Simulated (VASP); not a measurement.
Here is a VASP 6.6.1 calculation.

File INCAR:

```
PREC     = Accurate       # precision mode
ENCUT    = 520            # plane-wave cutoff, eV
EDIFF    = 1E-6           # SCF threshold, eV
ISMEAR   = 0              # smearing method
SIGMA    = 0.1            # smearing width, eV
LREAL    = False          # projectors in reciprocal space
LASPH    = True           # aspherical terms in the spheres
NELM     = 80             # most SCF steps
ALGO     = Fast           # electronic algorithm
ISIF     = 2              # what is computed and relaxed
LWAVE    = False          # write WAVECAR
LCHARG   = True           # write CHGCAR
GGA      = PS             # functional
IVDW     = 12             # dispersion correction
LELF     = True           # ELF
LVHAR    = True         
NBANDS   = 30             # bands
```

KPOINTS

```
regular mesh
0
Gamma
  14 14 14
```

The input POSCAR:

```
Ga3Sb
1.0
   -2.0717088123      2.0717088123      4.4294455703
    2.0717088123     -2.0717088123      4.4294455703
    2.0717088123      2.0717088123     -4.4294455703
Ga Sb
3 1
Direct
    0.7500000000      0.2500000000      0.5000000000
    0.2500000000      0.7500000000      0.5000000000
    0.5000000000      0.5000000000      0.0000000000
    0.0000000000      0.0000000000      0.0000000000
```

Potentials or basis: VASP PAW PBE potentials, release 64 (Ga_d, Sb).

Command:

```bash
$ cat potpaw_PBE.64/Ga_d/POTCAR potpaw_PBE.64/Sb/POTCAR > POTCAR
$ mpirun -np 1 vasp_std > vasp.out
```

Estimate the pressure.

2.2 GPa.

Predict the band gap on the k mesh.

zero (bands 22 and 23 overlap by 5.24 eV).

Estimate the dispersion energy per atom.

-0.387 eV.

Caveat: the PAW data sets were made with another functional, which shifts forces and pressure a little; spin-orbit coupling is left out, which moves the levels of the heavy elements.
